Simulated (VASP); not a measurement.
# Si (P-6m2) in VASP: relaxation of cell and atoms with PBE

Aim: the relaxation of cell and atoms of Si with PBE.

All numbers are computed with VASP 6.6.1; they aren't measurements. Logs are shortened: lines on timing, memory, paths and dates and some standing lists are left out, and cuts for length are marked.

## Step 1: The cell of the first run

The structure is hexagonal, space group P-6m2 (No. 187). The conventional cell has a = 3.563 Å, b = 3.563 Å, c = 5.117 Å, α = 90.00°, β = 90.00°, γ = 120.00°. Si (site symmetry 3m) has 5 Si at 2.41 to 2.70 Å within 3.2 Å. Within 3.2 Å of Si (site symmetry -6m2) lie 6 Si at 2.46 Å.

The cell was generated, and may not be a known phase.

## Step 2: Relaxation of cell and atoms, PBE

INCAR

```
PREC = Accurate
ENCUT = 600
EDIFF = 1E-6
ISMEAR = 0
SIGMA = 0.1
LREAL = False
LASPH = True
NELM = 60
ALGO = Normal
ISIF = 3
LWAVE = False
LCHARG = False
GGA = PE
IBRION = 2
NSW = 100
EDIFFG = -0.01
```

KPOINTS

```
Automatic mesh
0
Gamma
  18 18 10
```

POSCAR

```
Si
1.0
    3.5626762125      0.0000000000      0.0000000000
   -1.7813381063      3.0853681055      0.0000000000
    0.0000000000      0.0000000000      5.1173385928
Si
3
Direct
    0.6666666667      0.3333333333      0.7358525199
    0.6666666667      0.3333333333      0.2641474801
    0.0000000000      0.0000000000      0.0000000000
```

Potentials or basis: VASP PAW PBE potentials, release 64 (Si).

Launch:

```sh
cat potpaw_PBE.64/Si/POTCAR > POTCAR
mpirun -np 1 vasp_std > vasp.out
```

OUTCAR:

```text
PREC = Accurate
   ENCUT = 600
   EDIFF = 1E-6
   ISMEAR = 0
   LREAL = False
   LASPH = True
   NELM = 60
   ISIF = 3
   GGA = PE
   IBRION = 2
   NSW = 100
   EDIFFG = -0.01

 ion  position               nearest neighbor table
   1  0.667  0.333  0.736-   2 2.41   3 2.46   3 2.46   3 2.46   2 2.70
   2  0.667  0.333  0.264-   1 2.41   3 2.46   3 2.46   3 2.46   1 2.70
   3  0.000  0.000  0.000-   1 2.46   2 2.46   1 2.46   2 2.46   1 2.46   2 2.46

  LATTYP: Found a hexagonal cell.
 ALAT       =     3.5626762125
 C/A-ratio  =     1.4363748731

  Lattice vectors:

 A1 = (   3.5626762125,   0.0000000000,   0.0000000000)
 A2 = (  -1.7813381063,   3.0853681055,   0.0000000000)
 A3 = (   0.0000000000,   0.0000000000,   5.1173385928)

Analysis of symmetry for initial positions (statically):
=====================================================================
 Subroutine PRICEL returns:
 Original cell was already a primitive cell.

 Routine SETGRP: Setting up the symmetry group for a
 hexagonal supercell.

 Subroutine GETGRP returns: Found 12 space group operations
 (whereof 12 operations were pure point group operations)
 out of a pool of 24 trial point group operations.

The static configuration has the point symmetry D_3h.

Analysis of symmetry for dynamics (positions and initial velocities):
=====================================================================
 Subroutine PRICEL returns:
 Original cell was already a primitive cell.

 Routine SETGRP: Setting up the symmetry group for a
 hexagonal supercell.

 Subroutine GETGRP returns: Found 12 space group operations
 (whereof 12 operations were pure point group operations)
 out of a pool of 24 trial point group operations.

The dynamic configuration has the point symmetry D_3h.

 Subroutine INISYM returns: Found 12 space group operations
 (whereof 12 operations are pure point group operations),
 and found     1 'primitive' translations

----------------------------------------------------------------------------------------

                                     Primitive cell

  volume of cell :      56.2506

  direct lattice vectors                    reciprocal lattice vectors
[... 152 lines left out ...]
  energy-cutoff  :      600.00
  volume of cell :       56.25
      direct lattice vectors                 reciprocal lattice vectors
     3.562676212  0.000000000  0.000000000     0.280687871  0.162055218  0.000000000
    -1.781338106  3.085368106  0.000000000     0.000000000  0.324110435  0.000000000
     0.000000000  0.000000000  5.117338593     0.000000000  0.000000000  0.195414077

 POSITION                                       TOTAL-FORCE (eV/Angst)
 -----------------------------------------------------------------------------------
      1.78134      1.02846      3.76561        -0.000000      0.000000     -0.009030
      1.78134      1.02846      1.35173         0.000000      0.000000      0.009030
      0.00000      0.00000      0.00000        -0.000000      0.000000     -0.000000
 -----------------------------------------------------------------------------------
    total drift:                                0.000000     -0.000000     -0.000000

  FREE ENERGIE OF THE ION-ELECTRON SYSTEM (eV)
  ---------------------------------------------------
  free  energy   TOTEN  =       -14.9253996350 eV

  energy  without entropy=      -14.9197569046  energy(sigma->0) =      -14.92257827

--------------------------------------- Ionic step        2  -------------------------------------------

 number of electron      12.0000000 magnetization

 Free energy of the ion-electron system (eV)
  ---------------------------------------------------
  ext. energy  EPLUGINS =         0.00000000
  ---------------------------------------------------
  free energy    TOTEN  =       -14.92542231 eV

  energy without entropy =      -14.91979648  energy(sigma->0) =      -14.92260939

 E-fermi :   6.9538     XC(G=0):  -9.8357

 val. band max:        6.9531428740   @ k =   0.2222   0.0556   0.1000
 cond. band min:       6.9641554404   @ k =   0.3889   0.1111   0.3000
 fundamental gap:      0.0110125664
 Fermi energy:         6.9537807813

 k-point     1 :       0.0000    0.0000    0.0000
  band No.  band energies     occupation
      1      -6.1757      2.00000
      2      -0.5195      2.00000
      3       0.2997      2.00000
      4       6.2156      2.00000
      5       6.2156      2.00000
      6       8.9663      0.00000
      7       9.7653      0.00000
      8       9.7653      0.00000
      9      11.0257      0.00000
     10      11.0257      0.00000
[... 287 lines left out ...]
 k-point    24 :       0.3889    0.1111    0.0000
  band No.  band energies     occupation
      1      -3.6230      2.00000
      2      -1.1527      2.00000
      3       2.0734      2.00000
      4       2.1298      2.00000
      5       3.2619      2.00000
      6       4.3398      2.00000
      7       6.9475      1.07035
      8       8.3594      0.00000
      9       8.9979      0.00000
     10      10.5203      0.00000

 [... further k-points ...]

------------------------ aborting loop because EDIFF is reached ----------------------------------------

  FORCE on cell =-STRESS in cart. coord.  units (eV):
  Direction    XX          YY          ZZ          XY          YZ          ZX
  --------------------------------------------------------------------------------------
  -------------------------------------------------------------------------------------
  Total        0.0011025      0.0011025      0.0052242     -0.0000000     -0.0000000      0.0000000
  in kB        0.0314032      0.0314032      0.1488063     -0.0000000     -0.0000000      0.0000000
  external PRESSURE =       0.0705376 kB  Pullay stress =       0.0000000 kB

 VOLUME and BASIS-vectors are now :
 -----------------------------------------------------------------------------
  energy-cutoff  :      600.00
  volume of cell :       56.25
      direct lattice vectors                 reciprocal lattice vectors
     3.563779062 -0.000000000  0.000000000     0.280601009  0.162005068  0.000000000
    -1.781889531  3.086323201 -0.000000000     0.000000000  0.324010136  0.000000000
     0.000000000  0.000000000  5.113996549     0.000000000  0.000000000  0.195541782

 POSITION                                       TOTAL-FORCE (eV/Angst)
 -----------------------------------------------------------------------------------
      1.78189      1.02877      3.76271        -0.000000      0.000000     -0.001297
      1.78189      1.02877      1.35128         0.000000      0.000000      0.001297
      3.56378     -0.00000      5.11400        -0.000000     -0.000000     -0.000000
 -----------------------------------------------------------------------------------
    total drift:                                0.000000     -0.000000      0.000000

  FREE ENERGIE OF THE ION-ELECTRON SYSTEM (eV)
  ---------------------------------------------------
  free  energy   TOTEN  =       -14.9254223080 eV

  energy  without entropy=      -14.9197964759  energy(sigma->0) =      -14.92260939

 reached required accuracy - stopping structural energy minimisation
```

CONTCAR:

```text
Si
   1.00000000000000
     3.5637790623247909   -0.0000000000000179    0.0000000000000000
    -1.7818895312124263    3.0863232014648525   -0.0000000000000000
     0.0000000000000000    0.0000000000000000    5.1139965488629153
  Si
     3
Direct
     0.6666666667000030    0.3333333332999970    0.7357673942348240
     0.6666666667000030    0.3333333332999970    0.2642326057651760
     1.0000000000000000    0.0000000000000000    1.0000000000000000

  0.00000000E+00  0.00000000E+00  0.00000000E+00
  0.00000000E+00  0.00000000E+00  0.00000000E+00
  0.00000000E+00  0.00000000E+00  0.00000000E+00
```

It took 2.3 min on 1 thread of Intel Xeon Platinum 8488C (Sapphire Rapids), shared host; peak memory 0.26 GiB.

What came out:

* Free energy: -14.9254 eV
* Energy gained by relaxing: 0.0 meV/atom
* Ionic steps: 2
* Pressure after relaxing: 0.0 GPa
* Band gap on the k mesh: zero (bands 6 and 7 overlap by 4.09 eV)

Final structure:
```cif
data_structure
_symmetry_space_group_name_H-M 'P 1'
_symmetry_Int_Tables_number 1
_cell_length_a 3.5638
_cell_length_b 3.5638
_cell_length_c 5.1140
_cell_angle_alpha 90.000
_cell_angle_beta 90.000
_cell_angle_gamma 120.000
_cell_volume 56.25
loop_
_atom_site_label
_atom_site_type_symbol
_atom_site_fract_x
_atom_site_fract_y
_atom_site_fract_z
_atom_site_occupancy
Si1 Si 0.66667 0.33333 0.73577 1
Si2 Si 0.66667 0.33333 0.26423 1
Si3 Si 0.00000 0.00000 0.00000 1
```
